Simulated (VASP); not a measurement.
Wanted: the native input for a VASP 6.6.1 run.

- Task: single point
- Functional: PBEsol
- Potentials or basis: VASP PAW PBE potentials, release 64 (Ti_sv, O)
- Cutoff: 520 eV
- k mesh: 6 × 6 × 6
- Occupations: gaussian, width 0.05 eV
- Spin: no spin polarisation
- Dipole correction: no
- Further INCAR settings: ALGO = Normal; EDIFF = 1e-06; NBANDS = 33

The structure of TiO2 lies in POSCAR:

```
TiO2
1.0
    2.6712058798     -2.6712807098     -0.0199768479
    2.6712058798      2.6712807098     -0.0199768479
   -2.6352899486      0.0000000000      4.8119333815
Ti O
2 4
Direct
    0.1250075032      0.8749924968      0.2500000000
    0.8749924968      0.1250075032      0.7500000000
    0.3322533869      0.0822599343      0.6645088159
    0.6677466131      0.9177400657      0.3354911841
    0.9177400657      0.6677466131      0.8354911841
    0.0822599343      0.3322533869      0.1645088159
```

These files were run (other wordings do the same):

INCAR

```
PREC     = Accurate       # precision mode
ENCUT    = 520            # plane-wave cutoff, eV
EDIFF    = 1E-6           # SCF threshold, eV
ISMEAR   = 0              # smearing method
SIGMA    = 0.05           # smearing width, eV
LREAL    = F              # projectors in reciprocal space
LASPH    = T              # aspherical terms in the spheres
NELM     = 80             # most SCF steps
ALGO     = Normal         # electronic algorithm
ISIF     = 2              # what is computed and relaxed
LWAVE    = F              # write WAVECAR
LCHARG   = T              # write CHGCAR
GGA      = PS             # functional
LELF     = T              # ELF
LVHAR    = T            
NBANDS   = 33             # bands
```

KPOINTS

```
Automatic mesh
0
Gamma
  6 6 6
```

Potentials or basis: VASP PAW PBE potentials, release 64 (Ti_sv, O).

Run with:

```bash
$ cat potpaw_PBE.64/Ti_sv/POTCAR potpaw_PBE.64/O/POTCAR > POTCAR
$ mpirun -np 1 vasp_std > vasp.out
```

It gave:

```
Pressure               : -0.8 GPa
Band gap on the k mesh : 2.13 eV (least direct gap 2.42 eV)
```

Caveat: the PAW data sets were made with another functional, which shifts forces and pressure a little.

Run time: 2.7 min on 1 thread of Intel(R) Xeon(R) Platinum 8488C (Sapphire Rapids), with other jobs on the host, peak memory 0.24 GiB.
